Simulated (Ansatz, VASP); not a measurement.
**Ge: VASP beside Ansatz**

```
Ge
1.0
     2.84810    0.00000    0.00000
    -1.42405    2.46653    0.00000
     0.00000    0.00000    2.80430
Ge
1
Direct
  0.00000 0.00000 0.50000
```

Alike in both runs: functional PBE; k mesh 6 × 6 × 6; occupations gaussian, width 0.1 eV; no spin polarisation.

Ansatz relaxed the structure, and its values are those at the end. VASP's run is a single point on that final structure, the one shown.

|  | VASP | Ansatz |
| --- | --- | --- |
| version | VASP 6.6.1 | Ansatz 0.2.0 |
| potentials or method | VASP PAW PBE potentials, release 64 (Ge_d), cutoff 520 eV | scalar-relativistic, plane waves, PAW |
| valence electrons in the cell | 14 | 14 |

```tsv
	VASP	Ansatz	Ansatz less VASP
gap on the k mesh at the Fermi level (eV)	none	none	-
pressure (GPa)	-0.1	0.0	+0.13
```

A gap of «none» marks a metal or a gap that the smearing closes. With one functional, cell and mesh, what is left measures potentials, basis and numerics.

The k mesh is coarse, so the values compare programs but aren't converged.
